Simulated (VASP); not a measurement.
# Ti2Hg: single point with r2SCAN

Crystal: Ti2Hg.

```
Ti Hg
1.0
     4.74940    0.00000    0.00000
    -2.37470    4.11310    0.00000
     0.00000    0.00000    2.71453
Ti Hg
2 1
Direct
  0.33333 0.66667 0.50000
  0.66667 0.33333 0.50000
  0.00000 0.00000 0.00000
```

- Program: VASP 6.6.1
- Task: single point
- Functional: r2SCAN
- Potentials or basis: VASP PAW PBE potentials, release 64 (Ti_sv, Hg)
- Cutoff: 520 eV
- k mesh: 12 × 12 × 16
- Occupations: gaussian, width 0.1 eV
- Spin: no spin polarisation

* Pressure: 0.8 GPa
* Band gap on the k mesh: zero (bands 18 and 19 overlap by 1.37 eV)

Stress tensor (GPa, compression positive):
```
0.66 0.00 0.00
0.00 0.66 0.00
0.00 0.00 1.18
```

Levels at points of the mesh, in eV from the Fermi level:
```csv
k point,band 14,band 15,band 16,band 17,band 18,band 19,band 20,band 21
"(0.00, 0.00, 0.00)",-6.84,-1.91,-1.91,-1.23,-0.57,0.12,0.12,2.39
"(0.50, 0.00, 0.00)",-6.83,-4.75,-1.19,-1.12,-0.76,-0.42,-0.33,2.36
"(0.00, 0.00, 0.50)",-3.21,-1.83,-0.66,-0.66,0.38,0.38,1.17,1.17
"(0.50, 0.00, 0.50)",-2.41,-2.23,-1.71,-1.27,0.29,0.47,0.62,1.80
```

Run time: 12 min on 1 thread of Intel Xeon 8259CL, with other jobs on the host, peak memory 0.34 GiB.

Caveat: the PAW data sets were made with another functional, which shifts forces and pressure a little; spin-orbit coupling is left out, which moves the levels of the heavy elements.
